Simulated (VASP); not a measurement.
Set up this calculation in VASP 6.6.1, as the native input.

* Task: single point
* Functional: r2SCAN
* Potentials or basis: VASP PAW PBE potentials, release 64 (Cd, Ge_d, As)
* Cutoff: 520 eV
* k mesh: 6 × 6 × 6
* Occupations: fermi-dirac, width 0.02 eV
* Spin: no spin polarisation
* Dipole correction: no
* Further INCAR settings: ALGO = Normal; EDIFF = 1e-06; NBANDS = 46

Crystal: CdGeAs2.

```
CELL_PARAMETERS angstrom
-3.07981 3.07981 5.44009
3.07981 -3.07981 5.44009
3.07981 3.07981 -5.44009
ATOMIC_POSITIONS crystal
Cd 0.25000 0.75000 0.50000
Cd 0.50000 0.50000 0.00000
Ge 0.00000 0.00000 0.00000
Ge 0.75000 0.25000 0.50000
As 0.87500 0.34418 0.96918
As 0.65582 0.62500 0.53082
As 0.37500 0.90582 0.03082
As 0.09418 0.12500 0.46918
```

This cell differs from its parent crystal: epitaxial xy strain +3.0%.

The input as run:

POSCAR

```
CdGeAs2
1.0
   -3.0798079677      3.0798079677      5.4400897575
    3.0798079677     -3.0798079677      5.4400897575
    3.0798079677      3.0798079677     -5.4400897575
Cd Ge As
2 2 4
Direct
    0.2500000000      0.7500000000      0.5000000000
    0.5000000000      0.5000000000      0.0000000000
    0.0000000000      0.0000000000      0.0000000000
    0.7500000000      0.2500000000      0.5000000000
    0.8750000000      0.3441766199      0.9691766199
    0.6558233801      0.6250000000      0.5308233801
    0.3750000000      0.9058233801      0.0308233801
    0.0941766199      0.1250000000      0.4691766199
```

INCAR.step1

```
SYSTEM = CdGeAs2
ALGO = Normal
EDIFF = 1E-4
ENCUT = 520
GGA = PE
ISMEAR = -1
LASPH = .TRUE.
LCHARG = .FALSE.
LREAL = .FALSE.
LWAVE = .TRUE.
NBANDS = 46
NELM = 80
PREC = Accurate
SIGMA = 0.02
```

INCAR.step2

```
SYSTEM = CdGeAs2
ALGO = Normal
EDIFF = 1E-6
ENCUT = 520
ISIF = 2
ISMEAR = -1
ISTART = 1
LASPH = .TRUE.
LCHARG = .FALSE.
LMIXTAU = .TRUE.
LREAL = .FALSE.
LWAVE = .FALSE.
METAGGA = R2SCAN
NBANDS = 46
NELM = 80
PREC = Accurate
SIGMA = 0.02
```

KPOINTS

```
k-points
0
G
  6 6 6
  0 0 0
```

Potentials or basis: VASP PAW PBE potentials, release 64 (Cd, Ge_d, As).

Command:

```sh
$ cat potpaw_PBE.64/Cd/POTCAR potpaw_PBE.64/Ge_d/POTCAR potpaw_PBE.64/As/POTCAR > POTCAR
$ cp INCAR.step1 INCAR
$ mpirun -np 1 vasp_std > vasp.out
$ cp INCAR.step2 INCAR
$ mpirun -np 1 vasp_std > vasp.out
```

Results of the run:

| Item | Value |
| --- | --- |
| Pressure | -1.3 GPa |
| Largest force | 0.004 eV/Å |
| Band gap on the k mesh | 0.16 eV |

Caveat: the cell differs from its parent crystal (epitaxial xy strain +3.0%); semilocal functionals underestimate gaps, and a narrow one can read as zero; the PAW data sets were made with another functional, which shifts forces and pressure a little.

Run time: 23 min on 1 thread of Intel Xeon 8259CL, with other jobs on the host, peak memory 0.6 GiB.
